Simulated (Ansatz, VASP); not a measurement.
C: VASP beside Ansatz

```
CELL_PARAMETERS angstrom
2.46400 0.00000 0.00000
-1.23200 2.13389 0.00000
0.00000 0.00000 6.71100
ATOMIC_POSITIONS crystal
C 0.00000 0.00000 0.25000
C 0.00000 0.00000 0.75000
C 0.33333 0.66667 0.25000
C 0.66667 0.33333 0.75000
```

Alike in both runs: task relaxation of cell and atoms; functional PBE; k mesh 8 × 8 × 3; occupations fermi-dirac, width 0.05 eV; no spin polarisation.

|  | VASP | Ansatz |
| --- | --- | --- |
| version | VASP 6.6.1 | Ansatz 0.2.0 |
| potentials or method | VASP PAW PBE potentials, release 64 (C), cutoff 600 eV | plane waves (420 eV) with PAW, scalar-relativistic |
| valence electrons in the cell | 16 | 16 |

VASP gave:

- relaxed volume (Å³/atom): 10.36
- relaxed cell length with the largest relative difference (Å): 7.862

Question: What did Ansatz give for the same quantities?

Answer: Relaxed volume (Å³/atom): 11.23; relaxed cell length with the largest relative difference (Å): 8.527.

One of these differences is far larger than is usual between the two programs; its cause wasn't traced.

Noted on VASP's run: the volume moved by over 15 % at a fixed basis, so the end points are rough.
